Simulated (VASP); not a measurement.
Write the native input for VASP 6.6.1 that does the following.

```yaml
Task: single point
Functional: PBEsol
Potentials_or_basis: VASP PAW PBE potentials, release 64 (Ni_sv_GW, O)
Cutoff: 700 eV
k_mesh: 12 × 12 × 6
Occupations: gaussian, width 0.05 eV
Spin: no spin polarisation
Dipole_correction: no
Further_INCAR_settings: ALGO = Normal; EDIFF = 1e-06; NBANDS = 22
```

The structure of NiO2 lies in POSCAR:

```
NiO2
1.0
    2.7134934025      0.0000000000      0.0000000000
   -1.3567467013      2.3499542196      0.0000000000
    0.0000000000      0.0000000000      5.2343287735
Ni O
1 2
Direct
    0.0000000000      0.0000000000      0.5000000000
    0.6666666667      0.3333333333      0.6876599244
    0.3333333333      0.6666666667      0.3123400756
```

This cell differs from its parent crystal: c/a of the conventional cell at fixed volume 1.9290.

One way to write it, as run:

INCAR

```
SYSTEM = NiO2
PREC = Accurate ; ENCUT = 700
EDIFF = 1E-6 ; ISMEAR = 0
SIGMA = 0.05 ; LREAL = .False.
LASPH = .True. ; NELM = 120
ALGO = Normal ; ISIF = 2
LWAVE = .False. ; LCHARG = .False.
GGA = PS ; NBANDS = 22
GGA_COMPAT = .False.
```

KPOINTS

```
Automatic mesh
0
Gamma
  12 12 6
  0 0 0
```

Potentials or basis: VASP PAW PBE potentials, release 64 (Ni_sv_GW, O).

The run is started by

```sh
$ cat potpaw_PBE.64/Ni_sv_GW/POTCAR potpaw_PBE.64/O/POTCAR > POTCAR
$ mpirun -np 1 vasp_std > vasp.out
```

Results of the run:

```
Pressure               : 4.5 GPa
Largest force          : 0.258 eV/Å
Band gap on the k mesh : 1.22 eV (least direct gap 1.39 eV)
```

Caveat: the stress differs along the axes, from -3 to 8 GPa; the PAW data sets were made with another functional, which shifts forces and pressure a little; the run has no spin polarisation, though such a crystal can be magnetic.

It took 43 s on 1 thread of Intel(R) Xeon(R) 6975P-C (Granite Rapids) (shared host), peak memory 0.27 GiB.
